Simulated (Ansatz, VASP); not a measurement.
# Two plane-wave programs on Ni

```
Ni
1.0
     4.06147    0.00000    0.00000
    -2.03074    3.51734    0.00000
     0.00000    0.00000    2.44343
Ni
3
Direct
  0.00000 0.00000 0.00000
  0.33333 0.66667 0.50000
  0.66667 0.33333 0.50000
```

Alike in both runs: functional BLYP; k mesh 9 × 9 × 13; occupations fermi-dirac, width 0.1 eV; no spin polarisation.

Ansatz relaxed the structure, and its values are those at the end. VASP's run is a single point on that final structure, the one shown.

|  | VASP | Ansatz |
| --- | --- | --- |
| version | VASP 6.6.1 | Ansatz 0.2.0 |
| potentials or method | VASP PAW PBE potentials, release 64 (Ni), cutoff 520 eV | plane waves (420 eV) with PAW, scalar-relativistic |
| valence electrons in the cell | 30 | 54 |

|  | VASP | Ansatz | Ansatz less VASP |
| --- | --- | --- | --- |
| pressure (GPa) | 0.2 | 0.0 | -0.21 |

VASP's potentials were made for PBE, not for BLYP. The functional is the same, so the differences come from potentials, cutoffs and numerics. VASP's potentials hold 30 valence electrons a cell and Ansatz's 54, so a difference there can come from the potentials and not from the codes.
